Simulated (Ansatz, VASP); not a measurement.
GaN in VASP and in Ansatz

```
CELL_PARAMETERS angstrom
3.15200 0.00000 0.00000
-1.57600 2.72971 0.00000
0.00000 0.00000 5.13800
ATOMIC_POSITIONS crystal
Ga 0.33333 0.66667 0.00018
Ga 0.66667 0.33333 0.50018
N 0.33333 0.66667 0.37662
N 0.66667 0.33333 0.87662
```

Alike in both runs: functional LDA; k mesh 18 × 18 × 10; occupations gaussian, width 0.03 eV; no spin polarisation.

Ansatz relaxed the structure, and its values are those at the end. VASP's run is a single point on that final structure, the one shown.

```csv
,VASP,Ansatz
version,VASP 6.6.1,Ansatz 0.2.0
potentials or method,"VASP PAW LDA potentials, release 64 (Ga_d, N), cutoff 520 eV","scalar-relativistic, plane waves, PAW"
valence electrons in the cell,36,36
```

```tsv
	VASP	Ansatz	Ansatz less VASP
gap on the k mesh at the Fermi level (eV)	2.15	2.13	-0.013
least direct gap on the mesh (eV)	2.15	2.13	-0.013
pressure (GPa)	1.1	0.0	-1.11
```

LDA's correlation is that of Perdew and Zunger in VASP and of Perdew and Wang (1992) in Ansatz.
